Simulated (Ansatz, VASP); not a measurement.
## One calculation of MgI2, two programs

Contents of INCAR:

```
SYSTEM = MgI2
  ALGO = Normal
  EDIFF = 1E-8
  ENCUT = 520
  GGA = PS
  ISIF = 2
  ISMEAR = -1
  LASPH = .True.
  LCHARG = .False.
  LEFG = .True.
  LREAL = .False.
  LWAVE = .False.
  NBANDS = 15
  NELM = 100
  PREC = Accurate
  SIGMA = 0.03
```

KPOINTS

```
k-points
0
Gamma
  7 7 4
  0 0 0
```

POSCAR

```
MgI2
1.0
    4.0975621570      0.0000000000      0.0000000000
   -2.0487810785      3.5485929215      0.0000000000
    0.0000000000      0.0000000000      6.7692589016
Mg I
1 2
Direct
    0.0000000000      0.0000000000      0.0000000000
    0.3333333333      0.6666666667      0.7576300000
    0.6666666667      0.3333333333      0.2423700000
```

Input for Ansatz:

```yaml
crystal:
  lattice:
    - [4.097562157, 0.0, 0.0]
    - [-2.0487810785, 3.5485929215, 0.0]
    - [0.0, 0.0, 6.7692589016]
  atoms:
    - { symbol: Mg, position: [0.0, 0.0, 0.0] }
    - { symbol: I, position: [0.3333333333, 0.6666666667, 0.75763] }
    - { symbol: I, position: [0.6666666667, 0.3333333333, 0.24237] }
kpoints:
  mp_grid: { grid: [7, 7, 4] }
scf:
  occupations: { method: fermi_dirac, width: 0.03 }
hamiltonian:
  xc: pbesol
  pseudopotentials: { kind: paw }
output:
  forces: true
  stress: true
  eigenvalues: true
  efg: { contact_densities: true }
  write_density: true
  write_potential: true
  elf: true
  volumetric_format: npy
```

Change from the starting cell: volume scaled by 0.96, PAW files.

Alike in both runs: task electric field gradients; functional PBEsol; k mesh 7 × 7 × 4; occupations fermi-dirac, width 0.03 eV; no spin polarisation.

|  | VASP | Ansatz |
| --- | --- | --- |
| version | VASP 6.6.1 | Ansatz 0.2.0 |
| potentials or method | VASP PAW PBE potentials, release 64 (Mg, I) | PAW with Ansatz's default frozen-core files, scalar-relativistic |
| plane-wave cutoff (eV) | 520 | 420 |
| valence electrons in the cell | 16 | 44 |

VASP gave:

- gap on the k mesh at the Fermi level (eV): 3.48
- pressure (GPa): 1.1
- traceless stress, the component that is largest in VASP (GPa): 0.23
- rms of the force components (eV/Å): 0.080
- size of Vzz on the site where it differs most (V/Å²): 49.0

**Question.** Estimate Ansatz's values.

**Answer.** gap on the k mesh at the Fermi level (eV): 3.49; pressure (GPa): 1.1; traceless stress, the component that is largest in VASP (GPa): 0.23; rms of the force components (eV/Å): 0.081; size of Vzz on the site where it differs most (V/Å²): 50.4.

VASP's potentials were made for PBE, not for PBEsol. Atom by atom the forces differ by 0.001 eV/Å (rms over components). The functional is the same, so the differences come from potentials, cutoffs and numerics. VASP's potentials hold 16 valence electrons a cell and Ansatz's 44, so a difference there can come from the potentials and not from the codes.

Neither program's run includes spin-orbit coupling.
